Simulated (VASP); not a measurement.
# AlAu (Pm-3m) in VASP: further runs

AlAu is run at these levels: PBEsol; tasks: single point.

All numbers are computed with VASP 6.6.1; they aren't measurements. Logs are shortened: lines on timing, memory, paths and dates and some standing lists are left out, and cuts for length are marked.

## 1. The cell of the first run

It takes space group Pm-3m (No. 221, cubic). The conventional cell has a = 3.158 Å, b = 3.158 Å, c = 3.158 Å, α = 90.00°, β = 90.00°, γ = 90.00°. Au (site symmetry m-3m) has 8 Al at 2.74 Å and 6 Au at 3.16 Å within 3.6 Å. Within 3.6 Å of Al (site symmetry m-3m) lie 8 Au at 2.74 Å and 6 Al at 3.16 Å.

## 2. Single point, PBEsol (volume scaled by 0.94)

The input, INCAR:

```
  PREC = Accurate
  ENCUT = 520
  EDIFF = 1E-7
  ISMEAR = -1
  SIGMA = 0.05
  LREAL = False
  LASPH = True
  NELM = 60
  ALGO = Fast
  ISIF = 2
  LWAVE = False
  LCHARG = False
  GGA = PS
  NBANDS = 14
```

The input, KPOINTS:

```
regular mesh
0
Gamma
  8 8 8
```

The input, POSCAR:

```
AlAu
1.0
    3.1581287985      0.0000000000      0.0000000000
    0.0000000000      3.1581287985      0.0000000000
    0.0000000000      0.0000000000      3.1581287985
Au Al
1 1
Direct
    0.5000000000      0.5000000000      0.5000000000
    0.0000000000      0.0000000000      0.0000000000
```

Potentials or basis: VASP PAW PBE potentials, release 64 (Au, Al).

Command:

```sh
> cat potpaw_PBE.64/Au/POTCAR potpaw_PBE.64/Al/POTCAR > POTCAR
> mpirun -np 1 vasp_std > vasp.out
```

OUTCAR:

```text
PREC = Accurate
   ENCUT = 520
   EDIFF = 1E-7
   ISMEAR = -1
   LREAL = False
   LASPH = True
   NELM = 60
   ISIF = 2
   GGA = PS

 ion  position               nearest neighbor table
   1  0.500  0.500  0.500-   2 2.74   2 2.74   2 2.74   2 2.74   2 2.74   2 2.74   2 2.74   2 2.74

   2  0.000  0.000  0.000-   1 2.74   1 2.74   1 2.74   1 2.74   1 2.74   1 2.74   1 2.74   1 2.74

  LATTYP: Found a simple cubic cell.
 ALAT       =     3.1581287985

  Lattice vectors:

 A1 = (   3.1581287985,   0.0000000000,   0.0000000000)
 A2 = (   0.0000000000,   3.1581287985,   0.0000000000)
 A3 = (   0.0000000000,   0.0000000000,   3.1581287985)

Analysis of symmetry for initial positions (statically):
=====================================================================
 Subroutine PRICEL returns:
 Original cell was already a primitive cell.

 Routine SETGRP: Setting up the symmetry group for a
 simple cubic supercell.

 Subroutine GETGRP returns: Found 48 space group operations
 (whereof 48 operations were pure point group operations)
 out of a pool of 48 trial point group operations.

The static configuration has the point symmetry O_h .

Analysis of symmetry for dynamics (positions and initial velocities):
=====================================================================
 Subroutine PRICEL returns:
 Original cell was already a primitive cell.

 Routine SETGRP: Setting up the symmetry group for a
 simple cubic supercell.

 Subroutine GETGRP returns: Found 48 space group operations
 (whereof 48 operations were pure point group operations)
 out of a pool of 48 trial point group operations.

The dynamic configuration has the point symmetry O_h .

 Subroutine INISYM returns: Found 48 space group operations
 (whereof 48 operations are pure point group operations),
 and found     1 'primitive' translations

----------------------------------------------------------------------------------------

                                     Primitive cell

  volume of cell :      31.4985

  direct lattice vectors                    reciprocal lattice vectors
     3.158128798  0.000000000  0.000000000     0.316643197  0.000000000  0.000000000
     0.000000000  3.158128798  0.000000000     0.000000000  0.316643197  0.000000000
     0.000000000  0.000000000  3.158128798     0.000000000  0.000000000  0.316643197

  length of vectors
     3.158128798  3.158128798  3.158128798     0.316643197  0.316643197  0.316643197

  position of ions in fractional coordinates (direct lattice)
     0.500000000  0.500000000  0.500000000
     0.000000000  0.000000000  0.000000000

  ion indices of the primitive-cell ions
   primitive index   ion index
                 1           1
                 2           2

----------------------------------------------------------------------------------------

 KPOINTS: regular mesh

Automatic generation of k-mesh.
 Grid dimensions read from file:
 generate k-points for:    8    8    8

 Generating k-lattice:

  Cartesian coordinates                     Fractional coordinates (reciprocal lattice)
     0.039580400  0.000000000  0.000000000     0.125000000  0.000000000  0.000000000
     0.000000000  0.039580400  0.000000000     0.000000000  0.125000000  0.000000000
     0.000000000  0.000000000  0.039580400     0.000000000  0.000000000  0.125000000

  Length of vectors
     0.039580400  0.039580400  0.039580400

  Shift w.r.t. Gamma in fractional coordinates (k-lattice)
     0.000000000  0.000000000  0.000000000

 Subroutine IBZKPT returns following result:
 ===========================================

 Found     35 irreducible k-points:

 Following reciprocal coordinates:
            Coordinates               Weight
  0.000000  0.000000  0.000000      1.000000
  0.125000  0.000000  0.000000      6.000000
  0.250000  0.000000  0.000000      6.000000
  0.375000  0.000000  0.000000      6.000000
  0.500000  0.000000  0.000000      3.000000
  0.125000  0.125000  0.000000     12.000000
[... 16 lines left out ...]
  0.375000  0.375000  0.125000     24.000000
  0.500000  0.375000  0.125000     24.000000
 [... further k-points ...]
   k-points           NKPTS =     35   k-points in BZ     NKDIM =     35   number of bands    NBANDS=     14
   number of dos      NEDOS =    301   number of ions     NIONS =      2
   total plane-waves  NPLWV =  13824
   dimension x,y,z NGX =    24 NGY =   24 NGZ =   24
   dimension x,y,z NGXF=    48 NGYF=   48 NGZF=   48
   ions per type =               1   1
   NGX,Y,Z   is equivalent  to a cutoff of  12.63, 12.63, 12.63 a.u.
   NGXF,Y,Z  is equivalent  to a cutoff of  25.27, 25.27, 25.27 a.u.
 SYSTEM =  unknown system
   PREC   = accura    normal or accurate (medium, high low for compatibility)
   ISTART =      0    job   : 0-new  1-cont  2-samecut
   ICHARG =      2    charge: 1-file 2-atom 10-const
   ISPIN  =      1    spin polarized calculation?
   LNONCOLLINEAR =      F non collinear calculations
[... 29 lines left out ...]
   GGA     = PS    functional components
   LHFCALC =     F    Hartree Fock is set to
   AEXX    =    0.0000 exact exchange contribution
   IVDW    =     0    specifies the selected vdW correction
   LEPSILON=     F    determine dielectric tensor
   LRPA    =     F    only Hartree local field effects (RPA)
 non-spin polarized calculation
 RMM-DIIS sequential band-by-band and
  energy-cutoff  :      520.00
  volume of cell :       31.50
 maximum number of plane-waves:       876
 NGX is ok and might be reduce to    24
   NGX = 11   NGY = 11   NGZ = 11

 number of electron      14.0000003 magnetization

 Free energy of the ion-electron system (eV)
  ---------------------------------------------------
  ext. energy  EPLUGINS =         0.00000000
  ---------------------------------------------------
  free energy    TOTEN  =        -8.58097389 eV

  energy without entropy =       -8.57294861  energy(sigma->0) =       -8.57696125

 E-fermi :  10.3856     XC(G=0): -11.9057

 val. band max:       10.3066181728   @ k =   0.3750   0.3750   0.1250
 cond. band min:      10.3892998136   @ k =   0.5000   0.5000   0.3750
 fundamental gap:      0.0826816408
 Fermi energy:        10.3856176663

 k-point     1 :       0.0000    0.0000    0.0000
  band No.  band energies     occupation
      1      -1.5637      2.00000
      2       3.3229      2.00000
      3       3.3229      2.00000
      4       5.4366      2.00000
      5       5.4366      2.00000
      6       5.4366      2.00000
      7      13.2220      0.00000
      8      13.2220      0.00000
      9      13.2220      0.00000
     10      17.7054      0.00000
     11      17.9016      0.00000
     12      17.9016      0.00000
     13      27.1825      0.00000
     14      27.1831      0.00000

 k-point     2 :       0.1250    0.0000    0.0000
  band No.  band energies     occupation
      1      -1.2971      2.00000
      2       3.3770      2.00000
      3       3.4257      2.00000
      4       5.2679      2.00000
      5       5.2679      2.00000
      6       5.4550      2.00000
      7      11.5714      0.00000
      8      13.6372      0.00000
      9      13.6372      0.00000
     10      17.5942      0.00000
     11      17.9135      0.00000
     12      19.8474      0.00000
     13      25.3308      0.00000
     14      25.3308      0.00000

 k-point     3 :       0.2500    0.0000    0.0000
  band No.  band energies     occupation
      1      -0.5296      2.00000
      2       3.5123      2.00000
      3       3.6052      2.00000
      4       4.9015      2.00000
      5       4.9015      2.00000
      6       5.4999      2.00000
      7       9.1846      2.00000
      8      14.7415      0.00000
      9      14.7415      0.00000
     10      16.8941      0.00000
     11      18.2783      0.00000
     12      22.7919      0.00000
     13      22.7919      0.00000
     14      23.1134      0.00000
[... 324 lines left out ...]
 k-point    23 :       0.3750    0.3750    0.1250
  band No.  band energies     occupation
      1       1.9814      2.00000
      2       3.3455      2.00000
      3       4.2612      2.00000
      4       4.3633      2.00000
      5       5.4119      2.00000
      6       5.5523      2.00000
      7       8.5966      2.00000
      8      10.3066      1.65841
      9      13.2698      0.00000
     10      16.0131      0.00000
     11      19.1906      0.00000
     12      20.2194      0.00000
     13      21.9184      0.00000
     14      25.0723      0.00000

 k-point    24 :       0.5000    0.3750    0.1250
  band No.  band energies     occupation
      1       2.0611      2.00000
      2       3.5035      2.00000
      3       4.1261      2.00000
      4       4.3683      2.00000
      5       5.5282      2.00000
      6       6.8958      2.00000
      7       7.1530      2.00000
      8      10.6994      0.00376
      9      12.0104      0.00000
     10      16.5049      0.00000
     11      18.8701      0.00000
     12      20.0220      0.00000
     13      23.0801      0.00000
     14      23.4717      0.00000

 [... further k-points ...]

------------------------ aborting loop because EDIFF is reached ----------------------------------------

  FORCE on cell =-STRESS in cart. coord.  units (eV):
  Direction    XX          YY          ZZ          XY          YZ          ZX
  --------------------------------------------------------------------------------------
  -------------------------------------------------------------------------------------
  Total        0.3961671      0.3961671      0.3961671      0.0000000      0.0000000     -0.0000000
  in kB       20.1511326     20.1511326     20.1511326      0.0000000      0.0000000     -0.0000000
  external PRESSURE =      20.1511326 kB  Pullay stress =       0.0000000 kB

 VOLUME and BASIS-vectors are now :
 -----------------------------------------------------------------------------
  energy-cutoff  :      520.00
  volume of cell :       31.50
      direct lattice vectors                 reciprocal lattice vectors
     3.158128798  0.000000000  0.000000000     0.316643197  0.000000000  0.000000000
     0.000000000  3.158128798  0.000000000     0.000000000  0.316643197  0.000000000
     0.000000000  0.000000000  3.158128798     0.000000000  0.000000000  0.316643197

 POSITION                                       TOTAL-FORCE (eV/Angst)
 -----------------------------------------------------------------------------------
      1.57906      1.57906      1.57906         0.000000      0.000000      0.000000
      0.00000      0.00000      0.00000         0.000000      0.000000      0.000000
 -----------------------------------------------------------------------------------
    total drift:                                0.000000     -0.000000     -0.000000

  FREE ENERGIE OF THE ION-ELECTRON SYSTEM (eV)
  ---------------------------------------------------
  free  energy   TOTEN  =        -8.5809738869 eV

  energy  without entropy=       -8.5729486062  energy(sigma->0) =       -8.57696125
```

Run time: 10 s. Hardware: 1 thread of AMD EPYC 7R13 (Zen 3), shared host; peak memory 0.11 GiB.

Results:

* Free energy: -8.5810 eV
* Pressure: 2.0 GPa
* Band gap on the k mesh: zero (band 7 reaches 13.22 eV, above the bottom of band 8 at 9.11 eV)

Caveat: the cell differs from its parent crystal (volume scaled by 0.94); the PAW data sets were made with another functional, which shifts forces and pressure a little; spin-orbit coupling is left out, which moves the levels of the heavy elements.

## 3. Single point, PBEsol (volume scaled by 0.98)

The input, INCAR:

```
SYSTEM = AlAu
  PREC = Accurate
  ENCUT = 520
  EDIFF = 1E-6
  ISMEAR = -1
  SIGMA = 0.05
  LREAL = .FALSE.
  LASPH = .TRUE.
  NELM = 100
  ALGO = Normal
  ISIF = 2
  LWAVE = .FALSE.
  LCHARG = .TRUE.
  GGA = PS
  LELF = .TRUE.
  LVHAR = .TRUE.
  NBANDS = 14
```

The input, KPOINTS:

```
Automatic mesh
0
G
  8 8 8
  0 0 0
```

The input, POSCAR:

```
AlAu
1.0
    3.2023041534      0.0000000000      0.0000000000
    0.0000000000      3.2023041534      0.0000000000
    0.0000000000      0.0000000000      3.2023041534
Au Al
1 1
Direct
    0.5000000000      0.5000000000      0.5000000000
    0.0000000000      0.0000000000      0.0000000000
```

Potentials or basis: VASP PAW PBE potentials, release 64 (Au, Al).

Command:

```sh
> cat potpaw_PBE.64/Au/POTCAR potpaw_PBE.64/Al/POTCAR > POTCAR
> mpirun -np 1 vasp_std > vasp.out
```

Wall time 8.3 s (1 thread of AMD EPYC 7R13 (Zen 3), shared host); peak memory 0.12 GiB.

Results (log left out):

```yaml
Free_energy: -8.5756 eV
Pressure: -3.2 GPa
Band_gap_on_the_k_mesh: zero (band 7 reaches 12.58 eV, above the bottom of band 8 at 8.46 eV)
```

Levels at points of the mesh, in eV from the Fermi level:
| k point | band 4 | band 5 | band 6 | band 7 | band 8 | band 9 | band 10 | band 11 |
| --- | --- | --- | --- | --- | --- | --- | --- | --- |
| (0.00, 0.00, 0.00) | -4.78 | -4.78 | -4.78 | 2.83 | 2.83 | 2.83 | 6.85 | 7.44 |
| (0.50, 0.00, 0.00) | -5.69 | -5.69 | -4.66 | -3.33 | 5.72 | 7.29 | 7.29 | 8.07 |
| (0.50, 0.50, 0.00) | -5.47 | -3.91 | -3.57 | -3.57 | -1.28 | 0.81 | 7.26 | 10.85 |
| (0.50, 0.50, 0.50) | -3.86 | -3.86 | -0.36 | 0.85 | 0.85 | 0.85 | 2.18 | 3.66 |

Caveat: the cell differs from its parent crystal (volume scaled by 0.98); the PAW data sets were made with another functional, which shifts forces and pressure a little; spin-orbit coupling is left out, which moves the levels of the heavy elements.

## 4. Single point, PBEsol (volume scaled by 1.02)

The input, INCAR:

```
  ALGO = Normal
  EDIFF = 1E-6
  ENCUT = 520
  GGA = PS
  ISIF = 2
  ISMEAR = -1
  LASPH = True
  LCHARG = True
  LELF = True
  LREAL = False
  LVHAR = True
  LWAVE = False
  NBANDS = 14
  NELM = 100
  PREC = Accurate
  SIGMA = 0.05
```

The input, KPOINTS:

```
k-points
0
Gamma
  8 8 8
```

The input, POSCAR:

```
AlAu
1.0
    3.2452932315      0.0000000000      0.0000000000
    0.0000000000      3.2452932315      0.0000000000
    0.0000000000      0.0000000000      3.2452932315
Au Al
1 1
Direct
    0.5000000000      0.5000000000      0.5000000000
    0.0000000000      0.0000000000      0.0000000000
```

Command:

```sh
> cat potpaw_PBE.64/Au/POTCAR potpaw_PBE.64/Al/POTCAR > POTCAR
> mpirun -np 1 vasp_std > vasp.out
```

It took 8.6 s on 1 thread of AMD EPYC 7R13 (Zen 3), shared host; peak memory 0.12 GiB.

It converged, with:

- Free energy: -8.5320 eV
- Pressure: -7.1 GPa
- Band gap on the k mesh: zero (band 7 reaches 11.99 eV, above the bottom of band 8 at 7.88 eV)

Levels at points of the mesh, in eV from the Fermi level:
| k point | band 3 | band 4 | band 5 | band 6 | band 7 | band 8 | band 9 | band 10 | band 11 | band 12 |
| --- | --- | --- | --- | --- | --- | --- | --- | --- | --- | --- |
| (0.00, 0.00, 0.00) | -6.45 | -4.63 | -4.63 | -4.63 | 2.81 | 2.81 | 2.81 | 6.41 | 7.34 | 7.34 |
| (0.50, 0.00, 0.00) | -6.11 | -5.49 | -5.49 | -4.53 | -3.27 | 5.80 | 7.22 | 7.22 | 7.77 | 7.77 |
| (0.50, 0.50, 0.00) | -5.27 | -5.27 | -3.83 | -3.38 | -3.38 | -1.30 | 0.61 | 7.08 | 10.71 | 10.71 |
| (0.50, 0.50, 0.50) | -6.96 | -3.78 | -3.78 | -0.48 | 0.96 | 0.96 | 0.96 | 1.99 | 3.50 | 3.50 |

Caveat: the cell differs from its parent crystal (volume scaled by 1.02); the PAW data sets were made with another functional, which shifts forces and pressure a little; spin-orbit coupling is left out, which moves the levels of the heavy elements.

## 5. Single point, PBEsol (volume scaled by 1.04)

The input, INCAR:

```
PREC = Accurate ; ENCUT = 520
EDIFF = 1E-7 ; ISMEAR = -1
SIGMA = 0.05 ; LREAL = F
LASPH = T ; NELM = 60
ALGO = Normal ; ISIF = 2
LWAVE = F ; LCHARG = F
GGA = PS ; NBANDS = 14
```

The input, KPOINTS:

```
Automatic mesh
0
Gamma
  8 8 8
```

The input, POSCAR:

```
AlAu
1.0
    3.2663671547      0.0000000000      0.0000000000
    0.0000000000      3.2663671547      0.0000000000
    0.0000000000      0.0000000000      3.2663671547
Au Al
1 1
Direct
    0.5000000000      0.5000000000      0.5000000000
    0.0000000000      0.0000000000      0.0000000000
```

Command:

```sh
> cat potpaw_PBE.64/Au/POTCAR potpaw_PBE.64/Al/POTCAR > POTCAR
> mpirun -np 1 vasp_std > vasp.out
```

Run time: 9.5 s. Hardware: 1 thread of AMD EPYC 7R13 (Zen 3), shared host; peak memory 0.12 GiB.

Results (log left out):

| Property | Result |
| --- | --- |
| Free energy | -8.4992 eV |
| Pressure | -8.6 GPa |
| Band gap on the k mesh | zero (band 7 reaches 11.71 eV, above the bottom of band 8 at 7.60 eV) |

Levels at points of the mesh, in eV from the Fermi level:
```
           k point  band 3  band 4  band 5  band 6  band 7  band 8  band 9  band 10  band 11  band 12
(0.00, 0.00, 0.00)   -6.30   -4.55   -4.55   -4.55    2.81    2.81    2.81     6.20     7.31     7.31
(0.50, 0.00, 0.00)   -5.98   -5.38   -5.38   -4.45   -3.23    5.85    7.20     7.20     7.64     7.64
(0.50, 0.50, 0.00)   -5.17   -5.17   -3.77   -3.28   -3.28   -1.29    0.53     7.00    10.65    10.65
(0.50, 0.50, 0.50)   -6.81   -3.73   -3.73   -0.53    1.01    1.01    1.01     1.92     3.44     3.44
```

Caveat: the cell differs from its parent crystal (volume scaled by 1.04); the PAW data sets were made with another functional, which shifts forces and pressure a little; spin-orbit coupling is left out, which moves the levels of the heavy elements.

## 6. Single point, PBEsol

This run uses another cell than the first one, of 16.75 Å³/atom, 1.064 times its volume.

The input, INCAR:

```
PREC = Accurate ; ENCUT = 520
EDIFF = 1E-6 ; ISMEAR = -1
SIGMA = 0.05 ; LREAL = False
LASPH = True ; NELM = 80
ALGO = Normal ; ISIF = 2
LWAVE = False ; LCHARG = False
GGA = PS ; NBANDS = 14
```

The input, KPOINTS:

```
regular mesh
0
Gamma
  8 8 8
```

The input, POSCAR:

```
AlAu
1.0
    3.2239420000      0.0000000000      0.0000000000
    0.0000000000      3.2239420000      0.0000000000
    0.0000000000      0.0000000000      3.2239420000
Au Al
1 1
Direct
    0.5000000000      0.5000000000      0.5000000000
    0.0000000000      0.0000000000      0.0000000000
```

Potentials or basis: VASP PAW PBE potentials, release 64 (Au, Al).

Command:

```sh
> cat potpaw_PBE.64/Au/POTCAR potpaw_PBE.64/Al/POTCAR > POTCAR
> mpirun -np 1 vasp_std > vasp.out
```

It took 8.6 s on 1 thread of AMD EPYC 7R13 (Zen 3), shared host; peak memory 0.12 GiB.

Results (log left out):

```
Free energy            : -8.5579 eV
Pressure               : -5.3 GPa
Band gap on the k mesh : zero (band 7 reaches 12.28 eV, above the bottom of band 8 at 8.17 eV)
```

Levels at points of the mesh, in eV from the Fermi level:
```
           k point  band 3  band 4  band 5  band 6  band 7  band 8  band 9  band 10  band 11  band 12
(0.00, 0.00, 0.00)   -6.59   -4.71   -4.71   -4.71    2.82    2.82    2.82     6.62     7.39     7.39
(0.50, 0.00, 0.00)   -6.24   -5.59   -5.59   -4.59   -3.30    5.76    7.26     7.26     7.92     7.92
(0.50, 0.50, 0.00)   -5.37   -5.37   -3.87   -3.47   -3.47   -1.29    0.71     7.17    10.78    10.78
(0.50, 0.50, 0.50)   -7.11   -3.82   -3.82   -0.42    0.91    0.91    0.91     2.08     3.58     3.58
```

Caveat: the PAW data sets were made with another functional, which shifts forces and pressure a little; spin-orbit coupling is left out, which moves the levels of the heavy elements.

## 7. The runs side by side

```csv
cell,gap on the mesh (eV),pressure (GPa)
"a = 3.158 Å, 2 atoms",none,2.0
"a = 3.202 Å, 2 atoms",none,-3.2
"a = 3.245 Å, 2 atoms",none,-7.1
"a = 3.266 Å, 2 atoms",none,-8.6
"a = 3.224 Å, 2 atoms",none,-5.3
```

Alike in all rows: task single point; level PBEsol; potentials or basis VASP PAW PBE potentials, release 64 (Au, Al); no spin polarisation; k mesh 8 × 8 × 8; cutoff (eV) 520; smearing fermi-dirac 0.05 eV.

Caveats: the PAW data sets were made with another functional, which shifts forces and pressure a little; spin-orbit coupling is left out, which moves the levels of the heavy elements.

Absolute energies hang on the potentials; compare differences alone.
